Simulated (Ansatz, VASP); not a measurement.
Pb in VASP and in Ansatz

```xyz
1
Lattice="0.0000 2.4698 2.4698 2.6180 0.0000 2.4698 2.6180 2.4698 0.0000" Properties=species:S:1:pos:R:3 pbc="T T T"
Pb    0.0000    0.0000    0.0000
```

Change from the starting cell: strain +0.0600 x Voigt [1, 0, 0, 0, 0, 0], atoms carried along.

Alike in both runs: task single point; functional LDA; k mesh 16 × 16 × 16; occupations gaussian, width 0.15 eV; no spin polarisation.

```csv
,VASP,Ansatz
version,VASP 6.6.1,Ansatz 0.2.0
potentials or method,"VASP PAW LDA potentials, release 64 (Pb_d), cutoff 520 eV","scalar-relativistic, plane waves, PAW"
valence electrons in the cell,14,14
```

```csv
,VASP,Ansatz,Ansatz less VASP
gap on the k mesh at the Fermi level (eV),none,none,-
pressure (GPa),-3.9,-4.0,-0.02
"traceless stress, the component that is largest in VASP (GPa)",-0.42,-0.40,+0.017
```

LDA's correlation is that of Perdew and Zunger in VASP and of Perdew and Wang (1992) in Ansatz. A gap of «none» marks a metal or a gap that the smearing closes.

Spin-orbit coupling is off throughout.
